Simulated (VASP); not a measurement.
# HoAlTe3 (Amm2) in VASP: single point with PBE

Aim: the single point of HoAlTe3 with PBE.

All numbers are computed with VASP 6.6.1; they aren't measurements. Logs are shortened: lines on timing, memory, paths and dates and some standing lists are left out, and cuts for length are marked.

**1. The cell of the first run**

It takes space group Amm2 (No. 38, orthorhombic). Conventional cell: a = 5.108 Å, b = 7.213 Å, c = 7.232 Å, α = 90.00°, β = 90.00°, γ = 90.00°. Within 3.4 Å of Ho (site symmetry mm2) lie 6 Te at 2.55 Å. Within 4.7 Å of Al (site symmetry mm2) lie 12 Te at 3.55 to 3.68 Å and 8 Ho at 4.42 to 4.44 Å. Te (site symmetry m) has 2 Ho at 2.55 Å within 3.4 Å. Within 3.4 Å of Te (site symmetry mm2) lie 2 Ho at 2.55 Å.

The cell was generated, and may not be a known phase.

**2. Single point, PBE**

INCAR reads:

```
PREC     = Accurate       # precision mode
ENCUT    = 500            # plane-wave cutoff, eV
EDIFF    = 1E-6           # SCF threshold, eV
ISMEAR   = 0              # smearing method
SIGMA    = 0.1            # smearing width, eV
LREAL    = False          # projectors in reciprocal space
LASPH    = True           # aspherical terms in the spheres
NELM     = 200            # most SCF steps
ALGO     = Normal         # electronic algorithm
ISIF     = 2              # what is computed and relaxed
LWAVE    = False          # write WAVECAR
LCHARG   = False          # write CHGCAR
GGA      = PE             # functional
NBANDS   = 23             # bands
GGA_COMPAT= False        
LMAXMIX  = 6              # l up to which the mixer works
```

KPOINTS reads:

```
regular mesh
0
Gamma
  4 4 4
```

POSCAR reads:

```
HoAlTe3
1.0
    5.1076012400      0.0000000000      0.0000000000
    0.0000000000      3.6066238800      3.6161772900
    0.0000000000     -3.6066238800      3.6161772900
Ho Al Te
1 1 3
Direct
    0.0000000000      0.5028399800      0.5028399800
    0.5000000000      0.0042730000      0.0042730000
    0.0000000000      0.5063409800      0.0025860000
    0.5000000000      0.4956609900      0.4956609900
    0.0000000000      0.0025860000      0.5063409800
```

Potentials or basis: VASP PAW PBE potentials, release 64 (Ho_3, Al, Te), 4f in core.

Started as:

```console
$ cat potpaw_PBE.64/Ho_3/POTCAR potpaw_PBE.64/Al/POTCAR potpaw_PBE.64/Te/POTCAR > POTCAR
$ mpirun -np 1 vasp_std > vasp.out
```

OUTCAR:

```text
PREC = Accurate
   ENCUT = 500
   EDIFF = 1E-6
   ISMEAR = 0
   LREAL = False
   LASPH = True
   NELM = 200
   ISIF = 2
   GGA = PE

 ion  position               nearest neighbor table
   1  0.000  0.503  0.503-   3 2.55   5 2.55   4 2.55   4 2.55   5 2.55   3 2.55
   2  0.500  0.004  0.004-
   3  0.000  0.506  0.003-   1 2.55   1 2.55   5 3.58   4 3.59   4 3.59   5 3.62   5 3.62   5 3.63
                             4 3.64   4 3.64
   4  0.500  0.496  0.496-   1 2.55   1 2.55   5 3.59   3 3.59   3 3.59   5 3.59   3 3.64   3 3.64
                             5 3.64   5 3.64
   5  0.000  0.003  0.506-   1 2.55   1 2.55   3 3.58   4 3.59   4 3.59   3 3.62   3 3.62   3 3.63
                             4 3.64   4 3.64

  LATTYP: Found a base centered orthorhombic cell.
 ALAT       =     7.2132477600
 B/A-ratio  =     1.0026488512
 C/A-ratio  =     0.7080862061

  Lattice vectors:

 A1 = (   0.0000000000,   3.6066238800,  -3.6161772900)
 A2 = (   0.0000000000,   3.6066238800,   3.6161772900)
 A3 = (   5.1076012400,   0.0000000000,   0.0000000000)

Analysis of symmetry for initial positions (statically):
=====================================================================
 Subroutine PRICEL returns:
 Original cell was already a primitive cell.

 Routine SETGRP: Setting up the symmetry group for a
 base centered orthorhombic supercell.

 Subroutine GETGRP returns: Found  4 space group operations
 (whereof  4 operations were pure point group operations)
 out of a pool of  8 trial point group operations.

The static configuration has the point symmetry C_2v.

Analysis of symmetry for dynamics (positions and initial velocities):
=====================================================================
 Subroutine PRICEL returns:
 Original cell was already a primitive cell.

 Routine SETGRP: Setting up the symmetry group for a
 base centered orthorhombic supercell.

 Subroutine GETGRP returns: Found  4 space group operations
 (whereof  4 operations were pure point group operations)
 out of a pool of  8 trial point group operations.

The dynamic configuration has the point symmetry C_2v.

 Subroutine INISYM returns: Found  4 space group operations
 (whereof  4 operations are pure point group operations),
 and found     1 'primitive' translations

----------------------------------------------------------------------------------------

                                     Primitive cell

  volume of cell :     133.2286

  direct lattice vectors                    reciprocal lattice vectors
     5.107601240  0.000000000  0.000000000     0.195786623  0.000000000  0.000000000
     0.000000000  3.606623880  3.616177290     0.000000000  0.138633807  0.138267557
     0.000000000 -3.606623880  3.616177290     0.000000000 -0.138633807  0.138267557

  length of vectors
     5.107601240  5.107296154  5.107296154     0.195786623  0.195799004  0.195799004

  position of ions in fractional coordinates (direct lattice)
     0.000000000  0.502839980  0.502839980
     0.500000000  0.004273000  0.004273000
     0.000000000  0.506340980  0.002586000
     0.500000000  0.495660990  0.495660990
     0.000000000  0.002586000  0.506340980

  ion indices of the primitive-cell ions
   primitive index   ion index
                 1           1
                 2           2
                 3           3
                 4           4
                 5           5

----------------------------------------------------------------------------------------

 KPOINTS: regular mesh

Automatic generation of k-mesh.
 Grid dimensions read from file:
 generate k-points for:    4    4    4

 Generating k-lattice:

  Cartesian coordinates                     Fractional coordinates (reciprocal lattice)
     0.048946656  0.000000000  0.000000000     0.250000000  0.000000000  0.000000000
     0.000000000  0.034658452  0.034566889     0.000000000  0.250000000 -0.000000000
     0.000000000 -0.034658452  0.034566889     0.000000000 -0.000000000  0.250000000

  Length of vectors
     0.048946656  0.048949751  0.048949751

  Shift w.r.t. Gamma in fractional coordinates (k-lattice)
     0.000000000  0.000000000  0.000000000

 Subroutine IBZKPT returns following result:
 ===========================================

 Found     21 irreducible k-points:

 Following reciprocal coordinates:
            Coordinates               Weight
  0.000000  0.000000  0.000000      1.000000
  0.250000  0.000000  0.000000      2.000000
  0.500000  0.000000  0.000000      1.000000
  0.000000  0.250000  0.000000      4.000000
  0.250000  0.250000  0.000000      8.000000
  0.500000  0.250000  0.000000      4.000000
[... 13 lines left out ...]
  0.250000  0.500000  0.500000      2.000000
  0.500000  0.500000  0.500000      1.000000
   k-points           NKPTS =     21   k-points in BZ     NKDIM =     21   number of bands    NBANDS=     23
   number of dos      NEDOS =    301   number of ions     NIONS =      5
   total plane-waves  NPLWV =  64000
   dimension x,y,z NGX =    40 NGY =   40 NGZ =   40
   dimension x,y,z NGXF=    80 NGYF=   80 NGZF=   80
   ions per type =               1   1   3
   NGX,Y,Z   is equivalent  to a cutoff of  13.02, 13.02, 13.02 a.u.
   NGXF,Y,Z  is equivalent  to a cutoff of  26.04, 26.04, 26.04 a.u.
 SYSTEM =  unknown system
   PREC   = accura    normal or accurate (medium, high low for compatibility)
   ISTART =      0    job   : 0-new  1-cont  2-samecut
   ICHARG =      2    charge: 1-file 2-atom 10-const
   ISPIN  =      1    spin polarized calculation?
   LNONCOLLINEAR =      F non collinear calculations
   LSORBIT =      F    spin-orbit coupling
   LASPH  =      T    aspherical Exc in radial PAW
   ENCUT  =  500.0 eV  36.75 Ry    6.06 a.u.   9.31  9.31  9.31*2*pi/ulx,y,z
   NELM   =    200;   NELMIN=  2; NELMDL= -5     # of ELM steps
   EDIFF  = 0.1E-05   stopping-criterion for ELM
   LREAL  =      F    real-space projection
   EDIFFG = 0.1E-04   stopping-criterion for IOM
   NSW    =      0    number of steps for IOM
   IBRION =     -1    ionic relax: 0-MD 1-quasi-New 2-CG
   NFREE  =      0    steps in history (QN), initial steepest desc. (CG)
   ISIF   =      2    stress and relaxation
   ISYM   =      2    0-nonsym 1-usesym 2-fastsym
   POTIM  = 0.5000    time-step for ionic-motion
   TEBEG  =    0.0;   TEEND  =   0.0 temperature during run
   PSTRESS=    0.0 pullay stress
   NELECT =      30.0000    total number of electrons
   NUPDOWN=      -1.0000    fix difference up-down
   EMIN   =  10.00;   EMAX   =-10.00  energy-range for DOS
   EFERMI =   0.00;   METHOD = LEGACY
   ISMEAR =     0;   SIGMA  =   0.10  broadening in eV -4-tet -1-fermi 0-gaus
   EFERMI_NEDOS =   21; number of points for ismear=-14 and -15
   IALGO  =     38    algorithm
   IMIX   =      4    mixing-type and parameters
     AMIX     =   0.40;   BMIX     =  1.00
     AMIX_MAG =   1.60;   BMIX_MAG =  1.00
  volume/ion in A,a.u.               =      26.65       179.81
  Fermi-wavevector in a.u.,A,eV,Ry     =   0.995977  1.882124 13.496579  0.991971
  Thomas-Fermi vector in A             =   2.128034
   LORBIT       =      0    0 simple, 1 ext, 2 COOP (PROOUT), +10 PAW based schemes
   GGA     = PE    functional components
   LHFCALC =     F    Hartree Fock is set to
   AEXX    =    0.0000 exact exchange contribution
   IVDW    =     0    specifies the selected vdW correction
   LEPSILON=     F    determine dielectric tensor
   LRPA    =     F    only Hartree local field effects (RPA)
 non-spin polarized calculation
 Gauss-broadening in eV      SIGMA  =   0.10
  energy-cutoff  :      500.00
  volume of cell :      133.23
 maximum number of plane-waves:      3411
 NGX is ok and might be reduce to    40
   NGX = 19   NGY = 19   NGZ = 19

 number of electron      30.0000000 magnetization

 Free energy of the ion-electron system (eV)
  ---------------------------------------------------
  ext. energy  EPLUGINS =         0.00000000
  ---------------------------------------------------
  free energy    TOTEN  =       -14.06183142 eV

  energy without entropy =      -14.03074292  energy(sigma->0) =      -14.04628717

 E-fermi :   6.0850     XC(G=0):  -9.7692

 val. band max:        6.0722124283   @ k =   0.2500   0.5000   0.2500
 cond. band min:       6.0854410265   @ k =   0.5000   0.2500   0.2500
 fundamental gap:      0.0132285982
 Fermi energy:         6.0850122677

 k-point     1 :       0.0000    0.0000    0.0000
  band No.  band energies     occupation
      1     -16.7862      2.00000
      2     -16.7820      2.00000
      3     -16.7820      2.00000
      4      -6.3862      2.00000
      5      -4.4693      2.00000
      6      -4.4679      2.00000
[... 15 lines left out ...]
     22      10.4293      0.00000
     23      10.4357      0.00000

 k-point     2 :       0.2500    0.0000    0.0000
  band No.  band energies     occupation
      1     -16.7986      2.00000
      2     -16.7832      2.00000
      3     -16.7789      2.00000
      4      -6.1027      2.00000
      5      -4.4448      2.00000
      6      -4.3793      2.00000
[... 15 lines left out ...]
     22       9.6930      0.00000
     23      10.9466      0.00000

 k-point     3 :       0.5000    0.0000    0.0000
  band No.  band energies     occupation
      1     -16.8150      2.00000
      2     -16.7802      2.00000
      3     -16.7759      2.00000
      4      -5.7949      2.00000
      5      -4.4199      2.00000
      6      -4.2809      2.00000
[... 15 lines left out ...]
     22      10.8647      0.00000
     23      11.5441      0.00000
[... 417 lines left out ...]
 k-point    20 :       0.2500    0.5000    0.5000
  band No.  band energies     occupation
      1     -16.8092      2.00000
      2     -16.8047      2.00000
      3     -16.7859      2.00000
      4      -4.6477      2.00000
      5      -4.0667      2.00000
      6      -4.0550      2.00000
[... 15 lines left out ...]
     22      11.8178      0.00000
     23      12.6207      0.00000

 k-point    21 :       0.5000    0.5000    0.5000
  band No.  band energies     occupation
      1     -16.8059      2.00000
      2     -16.8017      2.00000
      3     -16.8014      2.00000
      4      -4.0067      2.00000
      5      -4.0018      2.00000
      6      -3.9926      2.00000
[... 15 lines left out ...]
     22      12.0613      0.00000
     23      12.6921      0.00000

------------------------ aborting loop because EDIFF is reached ----------------------------------------

  FORCE on cell =-STRESS in cart. coord.  units (eV):
  Direction    XX          YY          ZZ          XY          YZ          ZX
  --------------------------------------------------------------------------------------
  -------------------------------------------------------------------------------------
  Total       23.3115812     23.2287046     23.4936238      0.0000000      0.0000000      0.0000000
  in kB      280.3398046    279.3431497    282.5290076      0.0000000      0.0000000      0.0000000
  external PRESSURE =     280.7373206 kB  Pullay stress =       0.0000000 kB

 VOLUME and BASIS-vectors are now :
 -----------------------------------------------------------------------------
  energy-cutoff  :      500.00
  volume of cell :      133.23
      direct lattice vectors                 reciprocal lattice vectors
     5.107601240  0.000000000  0.000000000     0.195786623  0.000000000  0.000000000
     0.000000000  3.606623880  3.616177290     0.000000000  0.138633807  0.138267557
     0.000000000 -3.606623880  3.616177290     0.000000000 -0.138633807  0.138267557

 POSITION                                       TOTAL-FORCE (eV/Angst)
 -----------------------------------------------------------------------------------
      0.00000      0.00000      3.63672         0.000000      0.000000      0.013304
      2.55380      0.00000      0.03090         0.000000      0.000000      0.012582
      0.00000      1.81685      1.84037         0.000000      0.024831      0.038401
      2.55380      0.00000      3.58480         0.000000      0.000000     -0.102687
      0.00000     -1.81685      1.84037         0.000000     -0.024831      0.038401
 -----------------------------------------------------------------------------------
    total drift:                                0.000000     -0.000000      0.000045

  FREE ENERGIE OF THE ION-ELECTRON SYSTEM (eV)
  ---------------------------------------------------
  free  energy   TOTEN  =       -14.0618314224 eV

  energy  without entropy=      -14.0307429167  energy(sigma->0) =      -14.04628717
```

It took 45 s on 1 thread of Intel Xeon Platinum 8488C (Sapphire Rapids), shared host; peak memory 0.27 GiB.

What came out:

- Free energy: -14.0618 eV
- Pressure: 28.1 GPa
- Largest force: 0.103 eV/Å
- Band gap on the k mesh: zero (bands 15 and 16 overlap by 1.50 eV)

Forces in eV/Å, atoms in the order of the input:
```
Ho   0.000  0.000  0.013
Al   0.000  0.000  0.013
Te   0.000  0.025  0.038
Te   0.000  0.000 -0.103
Te   0.000 -0.025  0.038
```

Stress tensor (GPa, compression positive):
```
28.03  0.00  0.00
 0.00 27.93  0.00
 0.00  0.00 28.25
```

Levels at points of the mesh, in eV from the Fermi level:
```tsv
k point	band 11	band 12	band 13	band 14	band 15	band 16	band 17	band 18	band 19	band 20
(0.00, 0.00, 0.00)	-0.85	-0.84	-0.83	0.79	0.85	0.96	1.02	1.10	1.17	3.76
(0.50, 0.00, 0.00)	-2.53	-2.51	-1.72	0.26	0.70	0.74	1.19	1.41	2.74	2.77
(0.00, 0.50, 0.00)	-2.52	-2.52	-1.72	0.26	0.70	0.72	1.21	1.41	2.76	2.76
(0.50, 0.50, 0.00)	-2.72	-2.35	-2.34	-1.58	-0.79	1.11	1.33	3.84	3.85	4.57
(0.00, 0.50, 0.50)	-2.72	-2.35	-2.35	-1.58	-0.78	1.20	1.23	3.84	3.86	4.57
(0.50, 0.50, 0.50)	-3.69	-3.06	-3.06	1.30	1.30	1.30	3.01	3.02	3.03	5.97
```

Caveat: the cell stands under pressure; spin-orbit coupling is left out, which moves the levels of the heavy elements; the 4f electrons are frozen in the core, so they carry no moment and show no levels. Spin polarisation is off, so any magnetic state and its effect on volume and gap are missing.
